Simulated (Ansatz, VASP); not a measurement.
**Fe: VASP beside Ansatz**

```
Fe
1.0
     2.83119    0.00000    0.00000
     0.00000    2.83119    0.00000
     0.00000    0.00000    2.83119
Fe
2
Direct
  0.00000 0.00000 0.00000
  0.50000 0.50000 0.50000
```

Alike in both runs: task single point; functional PBE; k mesh 16 × 16 × 16; occupations gaussian, width 0.05 eV; collinear spin.

|  | VASP | Ansatz |
| --- | --- | --- |
| version | VASP 6.6.1 | Ansatz 0.2.0 |
| potentials or method | VASP PAW PBE potentials, release 64 (Fe), cutoff 520 eV | scalar-relativistic, plane waves, PAW |
| valence electrons in the cell | 16 | 32 |

|  | VASP | Ansatz | Ansatz less VASP |
| --- | --- | --- | --- |
| gap on the k mesh at the Fermi level (eV) | none | none | - |
| pressure (GPa) | 0.0 | 0.1 | +0.12 |
| net moment per atom (μB) | 2.19 | 2.17 | -0.019 |
| size of the moment on the site where the two differ most (μB) | 2.19 | 2.22 | +0.031 |

Site moments also hang on the region over which each program counts them. A gap of «none» marks a metal or a gap that the smearing closes. VASP's potentials hold 16 valence electrons a cell and Ansatz's 32, so a difference there can come from the potentials and not from the codes.
